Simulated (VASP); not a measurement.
# In15P16 (a cell with a defect) in VASP: notebook

Runs on In15P16 (a cell with a defect). Level: PBE. Tasks: single point.

All numbers are computed with VASP 6.6.1; they aren't measurements. Logs are shortened: lines on timing, memory, paths and dates and some standing lists are left out, and cuts for length are marked.

### 1 The cell of the first run

The cell holds a defect, 31 atoms: a = 10.323 Å, b = 10.323 Å, c = 10.323 Å, α = 109.47°, β = 109.47°, γ = 109.47°.

### 2 Single point, PBE, collinear spin (atoms taken out, then relaxed in part)

INCAR

```
  PREC = Accurate
  ENCUT = 400
  EDIFF = 1E-6
  ISMEAR = 0
  SIGMA = 0.02
  LREAL = Auto
  LASPH = T
  NELM = 200
  ALGO = Normal
  ISIF = 2
  LWAVE = F
  LCHARG = F
  ISPIN = 2
  MAGMOM = 0 0 0 0 0 0 0 0 0 0 0 0 0 0 0 0.25 0 0 0.25 0 0.25 0 0 0 0 0 0 0.25 0 0 0
  LORBIT = 11
  GGA = PE
  NELECT = 277.0
  NBANDS = 162
  GGA_COMPAT = F
  KPAR = 2
  NCORE = 2
```

KPOINTS

```
Automatic mesh
0
Gamma
  2 2 2
  0.5 0.5 0.5
```

POSCAR

```
In15P16
1.0
   -5.9597880289      5.9597880289      5.9597880289
    5.9597880289     -5.9597880289      5.9597880289
    5.9597880289      5.9597880289     -5.9597880289
In P
15 16
Direct
    0.5000000000      0.7401142795      0.7490242904
    0.5000000000      0.0000000000      0.5000000000
    0.7401142795      0.2490242904      0.0000000000
    0.5000000000      0.2490242904      0.2401142795
    0.7401142795      0.5000000000      0.7490242904
    0.7509757096      0.7509757096      0.4910899891
    0.0000000000      0.0000000000      0.0000000000
    0.7509757096     -0.0089100109      0.2509757096
    0.0089100109      0.2598857205      0.7598857205
    0.0000000000      0.5000000000      0.5000000000
    0.2490242904      0.7401142795      0.0000000000
   -0.0089100109      0.7509757096      0.2509757096
    0.2598857205      0.0089100109      0.7598857205
    0.2598857205      0.2598857205      0.5089100109
    0.2490242904      0.5000000000      0.2401142795
    0.2702182472      0.5000000000      0.0000000000
    0.2514221291      0.7504950109      0.7514221291
    0.2495049891      0.0009271182      0.5009271182
    0.5000000000      0.2702182472      0.0000000000
    0.2514221291      0.2514221291      0.2504950109
    0.5000000000      0.5000000000      0.7702182472
    0.5000000000      0.7485778709      0.4990728818
    0.7485778709     -0.0009271182      0.0000000000
    0.5000000000     -0.0009271182      0.2485778709
    0.7504950109      0.2514221291      0.7514221291
    0.7485778709      0.5000000000      0.4990728818
   -0.0009271182      0.7485778709      0.0000000000
    0.7297817528      0.7297817528      0.2297817528
    0.0009271182      0.0009271182      0.7495049891
    0.0009271182      0.2495049891      0.5009271182
   -0.0009271182      0.5000000000      0.2485778709
```

Potentials or basis: VASP PAW PBE potentials, release 64 (In_d, P).

On the command line:

```sh
$ cat potpaw_PBE.64/In_d/POTCAR potpaw_PBE.64/P/POTCAR > POTCAR
$ mpirun -np 4 vasp_std > vasp.out
```

OUTCAR:

```text
PREC = Accurate
   ENCUT = 400
   EDIFF = 1E-6
   ISMEAR = 0
   LREAL = Auto
   LASPH = T
   NELM = 200
   ISIF = 2
   ISPIN = 2
   LORBIT = 11
   GGA = PE
   NELECT = 277.0

 ion  position               nearest neighbor table
   1  0.500  0.740  0.749-  21 2.56  22 2.61  23 2.61  17 2.61
   2  0.500  0.000  0.500-  22 2.59  24 2.59  25 2.59  18 2.59
   3  0.740  0.249  0.000-  19 2.56  23 2.61  31 2.61  25 2.61
   4  0.500  0.249  0.240-  19 2.56  24 2.61  26 2.61  20 2.61
   5  0.740  0.500  0.749-  21 2.56  26 2.61  27 2.61  25 2.61
   6  0.751  0.751  0.491-  28 2.56  29 2.61  22 2.61  26 2.61
   7  0.000  0.000  0.000-  23 2.59  27 2.59  20 2.59  29 2.59
   8  0.751  0.991  0.251-  28 2.56  30 2.61  23 2.61  24 2.61
   9  0.009  0.260  0.760-  16 2.56  25 2.61  29 2.61  30 2.61
  10  0.000  0.500  0.500-  26 2.59  31 2.59  17 2.59  30 2.59
  11  0.249  0.740  0.000-  16 2.56  27 2.61  24 2.61  17 2.61
  12  0.991  0.751  0.251-  28 2.56  18 2.61  27 2.61  31 2.61
  13  0.260  0.009  0.760-  19 2.56  17 2.61  29 2.61  18 2.61
  14  0.260  0.260  0.509-  21 2.56  20 2.61  18 2.61  30 2.61
  15  0.249  0.500  0.240-  16 2.56  31 2.61  22 2.61  20 2.61
  16  0.270  0.500  0.000-   9 2.56  11 2.56  15 2.56
  17  0.251  0.750  0.751-  10 2.59  13 2.61  11 2.61   1 2.61
  18  0.250  0.001  0.501-   2 2.59  12 2.61  14 2.61  13 2.61
  19  0.500  0.270  0.000-   3 2.56   4 2.56  13 2.56
  20  0.251  0.251  0.250-   7 2.59  14 2.61   4 2.61  15 2.61
  21  0.500  0.500  0.770-   1 2.56   5 2.56  14 2.56
  22  0.500  0.749  0.499-   2 2.59   1 2.61  15 2.61   6 2.61
  23  0.749  0.999  0.000-   7 2.59   3 2.61   1 2.61   8 2.61
  24  0.500  0.999  0.249-   2 2.59   4 2.61   8 2.61  11 2.61
  25  0.750  0.251  0.751-   2 2.59   9 2.61   5 2.61   3 2.61
  26  0.749  0.500  0.499-  10 2.59   5 2.61   4 2.61   6 2.61
  27  0.999  0.749  0.000-   7 2.59  11 2.61   5 2.61  12 2.61
  28  0.730  0.730  0.230-   6 2.56   8 2.56  12 2.56
  29  0.001  0.001  0.750-   7 2.59   6 2.61   9 2.61  13 2.61
  30  0.001  0.250  0.501-  10 2.59   8 2.61  14 2.61   9 2.61
  31  0.999  0.500  0.249-  10 2.59  15 2.61  12 2.61   3 2.61

  LATTYP: Found a body centered cubic cell.
 ALAT       =    11.9195760578

  Lattice vectors:

 A1 = (  -5.9597880289,   5.9597880289,   5.9597880289)
 A2 = (   5.9597880289,  -5.9597880289,   5.9597880289)
 A3 = (   5.9597880289,   5.9597880289,  -5.9597880289)

Analysis of symmetry for initial positions (statically):
=====================================================================
 Subroutine PRICEL returns:
 Original cell was already a primitive cell.

 Routine SETGRP: Setting up the symmetry group for a
 body centered cubic supercell.

 Subroutine GETGRP returns: Found 24 space group operations
 (whereof  8 operations were pure point group operations)
 out of a pool of 48 trial point group operations.

The static configuration has the point symmetry D_2d.
 The point group associated with its full space group is T_d .

Analysis of symmetry for dynamics (positions and initial velocities):
=====================================================================
 Subroutine PRICEL returns:
 Original cell was already a primitive cell.

 Routine SETGRP: Setting up the symmetry group for a
 body centered cubic supercell.

 Subroutine GETGRP returns: Found 24 space group operations
 (whereof  8 operations were pure point group operations)
 out of a pool of 48 trial point group operations.

The dynamic configuration has the point symmetry D_2d.
 The point group associated with its full space group is T_d .

Analysis of structural, dynamic, and magnetic symmetry:
=====================================================================
 Subroutine PRICEL returns:
 Original cell was already a primitive cell.

 Routine SETGRP: Setting up the symmetry group for a
 body centered cubic supercell.

 Subroutine GETGRP returns: Found 24 space group operations
 (whereof  8 operations were pure point group operations)
 out of a pool of 48 trial point group operations.

The overall configuration has the point symmetry D_2d.
 The point group associated with its full space group is T_d .

 Subroutine INISYM returns: Found 24 space group operations
 (whereof  8 operations are pure point group operations),
 and found     1 'primitive' translations

----------------------------------------------------------------------------------------

                                     Primitive cell

  volume of cell :     846.7446

  direct lattice vectors                    reciprocal lattice vectors
    -5.959788029  5.959788029  5.959788029     0.000000000  0.083895601  0.083895601
     5.959788029 -5.959788029  5.959788029     0.083895601  0.000000000  0.083895601
     5.959788029  5.959788029 -5.959788029     0.083895601  0.083895601  0.000000000

  length of vectors
[... 100 lines left out ...]
   number of dos      NEDOS =    301   number of ions     NIONS =     31
   total plane-waves  NPLWV = 343000
   dimension x,y,z NGX =    70 NGY =   70 NGZ =   70
   dimension x,y,z NGXF=   140 NGYF=  140 NGZF=  140
   ions per type =              15  16
   NGX,Y,Z   is equivalent  to a cutoff of  11.27, 11.27, 11.27 a.u.
   NGXF,Y,Z  is equivalent  to a cutoff of  22.55, 22.55, 22.55 a.u.
 SYSTEM =  unknown system
   PREC   = accura    normal or accurate (medium, high low for compatibility)
   ISTART =      0    job   : 0-new  1-cont  2-samecut
   ICHARG =      2    charge: 1-file 2-atom 10-const
   ISPIN  =      2    spin polarized calculation?
   LNONCOLLINEAR =      F non collinear calculations
   LSORBIT =      F    spin-orbit coupling
   LASPH  =      T    aspherical Exc in radial PAW
   ENCUT  =  400.0 eV  29.40 Ry    5.42 a.u.  16.83 16.83 16.83*2*pi/ulx,y,z
   NELM   =    200;   NELMIN=  2; NELMDL= -5     # of ELM steps
   EDIFF  = 0.1E-05   stopping-criterion for ELM
   LREAL  =      T    real-space projection
   EDIFFG = 0.1E-04   stopping-criterion for IOM
   NSW    =      0    number of steps for IOM
   IBRION =     -1    ionic relax: 0-MD 1-quasi-New 2-CG
   NFREE  =      0    steps in history (QN), initial steepest desc. (CG)
   ISIF   =      2    stress and relaxation
   ISYM   =      2    0-nonsym 1-usesym 2-fastsym
   POTIM  = 0.5000    time-step for ionic-motion
   TEBEG  =    0.0;   TEEND  =   0.0 temperature during run
   PSTRESS=    0.0 pullay stress
   NELECT =     277.0000    total number of electrons
   NUPDOWN=      -1.0000    fix difference up-down
   EMIN   =  10.00;   EMAX   =-10.00  energy-range for DOS
   EFERMI =   0.00;   METHOD = LEGACY
   ISMEAR =     0;   SIGMA  =   0.02  broadening in eV -4-tet -1-fermi 0-gaus
   EFERMI_NEDOS =   21; number of points for ismear=-14 and -15
   IALGO  =     38    algorithm
   IMIX   =      4    mixing-type and parameters
     AMIX     =   0.40;   BMIX     =  1.00
     AMIX_MAG =   1.60;   BMIX_MAG =  1.00
  volume/ion in A,a.u.               =      27.31       184.33
  Fermi-wavevector in a.u.,A,eV,Ry     =   1.128021  2.131651 17.312487  1.272432
  Thomas-Fermi vector in A             =   2.264710
   LORBIT       =     11    0 simple, 1 ext, 2 COOP (PROOUT), +10 PAW based schemes
   GGA     = PE    functional components
   LHFCALC =     F    Hartree Fock is set to
   AEXX    =    0.0000 exact exchange contribution
   IVDW    =     0    specifies the selected vdW correction
   LEPSILON=     F    determine dielectric tensor
   LRPA    =     F    only Hartree local field effects (RPA)
 spin polarized calculation
 Gauss-broadening in eV      SIGMA  =   0.02
  energy-cutoff  :      400.00
  volume of cell :      846.74
 maximum number of plane-waves:     15375
 NGX is ok and might be reduce to    70
   NGX = 33   NGY = 33   NGZ = 33

 number of electron     276.9999964 magnetization       1.0000000

 Free energy of the ion-electron system (eV)
  ---------------------------------------------------
  ext. energy  EPLUGINS =         0.00000000
  ---------------------------------------------------
  free energy    TOTEN  =      -119.19049567 eV

  energy without entropy =     -119.18519444  energy(sigma->0) =     -119.18784506

 E-fermi :   4.2594     XC(G=0):  -8.9763

 val. band max:        4.2457259584   @ k =  -0.2500   0.2500   0.2500
 cond. band min:       4.3175922144   @ k =   0.2500   0.2500   0.2500
 fundamental gap:      0.0718662560
 Fermi energy:         4.2594067448

 spin component 1

 k-point     1 :       0.2500    0.2500    0.2500
  band No.  band energies     occupation
      1      -9.9727      1.00000
      2      -9.9727      1.00000
      3      -9.9727      1.00000
      4      -9.9706      1.00000
      5      -9.9706      1.00000
      6      -9.9686      1.00000
[... 295 lines left out ...]
    149       7.2005      0.00000
    150       7.2643      0.00000
 Fermi energy:         4.2594067448

 spin component 2

 k-point     1 :       0.2500    0.2500    0.2500
  band No.  band energies     occupation
      1      -9.9705      1.00000
      2      -9.9705      1.00000
      3      -9.9705      1.00000
      4      -9.9689      1.00000
      5      -9.9689      1.00000
      6      -9.9662      1.00000
[... 295 lines left out ...]
    149       7.2172      0.00000
    150       7.2875      0.00000
 [bands above 150 left out]

------------------------ aborting loop because EDIFF is reached ----------------------------------------

  FORCE on cell =-STRESS in cart. coord.  units (eV):
  Direction    XX          YY          ZZ          XY          YZ          ZX
  --------------------------------------------------------------------------------------
  -------------------------------------------------------------------------------------
  Total       12.4826143     12.4826143     12.4826143     -0.0000000     -0.0000000      0.0000000
  in kB       23.6191194     23.6191194     23.6191194     -0.0000000     -0.0000000      0.0000000
  external PRESSURE =      23.6191194 kB  Pullay stress =       0.0000000 kB

 VOLUME and BASIS-vectors are now :
 -----------------------------------------------------------------------------
  energy-cutoff  :      400.00
  volume of cell :      846.74
      direct lattice vectors                 reciprocal lattice vectors
    -5.959788029  5.959788029  5.959788029     0.000000000  0.083895601  0.083895601
     5.959788029 -5.959788029  5.959788029     0.083895601  0.000000000  0.083895601
     5.959788029  5.959788029 -5.959788029     0.083895601  0.083895601  0.000000000

 POSITION                                       TOTAL-FORCE (eV/Angst)
 -----------------------------------------------------------------------------------
      5.89506      3.03300      2.92679        -0.011846     -0.002448      0.002448
      0.00000      5.95979      0.00000        -0.000000      0.000000      0.000000
     -2.92679      2.92679      5.89506        -0.002448      0.002448     -0.011846
     -0.06473      2.92679      3.03300        -0.011846      0.002448     -0.002448
      3.03300      5.89506      2.92679        -0.002448     -0.011846      0.002448
      2.92679      2.92679      6.02452         0.002448      0.002448      0.011846
[... 23 lines left out ...]
      4.46689      1.50395     -1.49290        -0.003128     -0.005654     -0.003128
     -1.49290      4.45584      7.45269        -0.003128      0.005654      0.003128
 -----------------------------------------------------------------------------------
    total drift:                               -0.000071     -0.000071     -0.000100

  FREE ENERGIE OF THE ION-ELECTRON SYSTEM (eV)
  ---------------------------------------------------
  free  energy   TOTEN  =      -119.1904956704 eV

  energy  without entropy=     -119.1851944398  energy(sigma->0) =     -119.18784506

 total charge

# of ion       s       p       d       tot
------------------------------------------
    1        0.837   0.712   9.892  11.441
    2        0.835   0.721   9.893  11.448
    3        0.837   0.712   9.892  11.441
    4        0.837   0.712   9.892  11.441
    5        0.837   0.712   9.892  11.441
    6        0.837   0.712   9.892  11.441
[... 23 lines left out ...]
   30        1.041   1.465   0.000   2.506
   31        1.041   1.465   0.000   2.506
--------------------------------------------------
tot         29.346  33.879 148.378 211.603

 magnetization (x)

# of ion       s       p       d       tot
------------------------------------------
    1       -0.001   0.003   0.002   0.004
    2       -0.001   0.002   0.001   0.003
    3       -0.001   0.003   0.002   0.004
    4       -0.001   0.003   0.002   0.004
    5       -0.001   0.003   0.002   0.004
    6       -0.001   0.003   0.002   0.004
[... 23 lines left out ...]
   30        0.000   0.012   0.000   0.012
   31        0.000   0.012   0.000   0.012
--------------------------------------------------
tot          0.015   0.463   0.027   0.505
```

Wall time 4.3 min (4 MPI ranks of Intel Xeon Platinum 8259CL at 2.50GHz (Skylake/Cascade Lake), shared host); peak memory 0.63 GiB.

What came out:

* Free energy: -119.1905 eV
* Largest force: 0.012 eV/Å
* Net moment: 1.00 μB per cell
* Site moments: In +0.00; P +0.08, +0.01 (each value once) μB
* Valence electrons inside the program's atomic spheres: In 11.44, 11.45 (each value once); P 2.48, 2.51 (each value once)

Forces in eV/Å, atoms in the order of the input:
```
In  -0.012 -0.002  0.002
In   0.000  0.000  0.000
In  -0.002  0.002 -0.012
In  -0.012  0.002 -0.002
In  -0.002 -0.012  0.002
In   0.002  0.002  0.012
In   0.000  0.000  0.000
In   0.002  0.012  0.002
In   0.012 -0.002 -0.002
In   0.000  0.000  0.000
In   0.002 -0.002 -0.012
In   0.012  0.002  0.002
In  -0.002  0.012 -0.002
In  -0.002 -0.002  0.012
In   0.002 -0.012 -0.002
P   -0.002  0.002  0.002
P    0.003 -0.006  0.003
P   -0.006 -0.003 -0.003
P    0.002 -0.002  0.002
P    0.003  0.003 -0.006
P    0.002  0.002 -0.002
P    0.006  0.003 -0.003
P    0.003 -0.003  0.006
P    0.006 -0.003  0.003
P   -0.006  0.003  0.003
P    0.003  0.006 -0.003
P   -0.003  0.003  0.006
P   -0.002 -0.002 -0.002
P   -0.003 -0.003 -0.006
P   -0.003 -0.006 -0.003
P   -0.003  0.006  0.003
```

Caveat: the k points lie up to 0.37 Å⁻¹ apart; the cell carries a net charge on a neutralising background, which shifts energy and pressure; the cell differs from its parent crystal (atoms taken out, then relaxed in part); the cell is charged against a uniform background, so pressure and absolute levels hang on convention; spin-orbit coupling is left out, which moves the levels of the heavy elements.

[end of part 1 of 2]
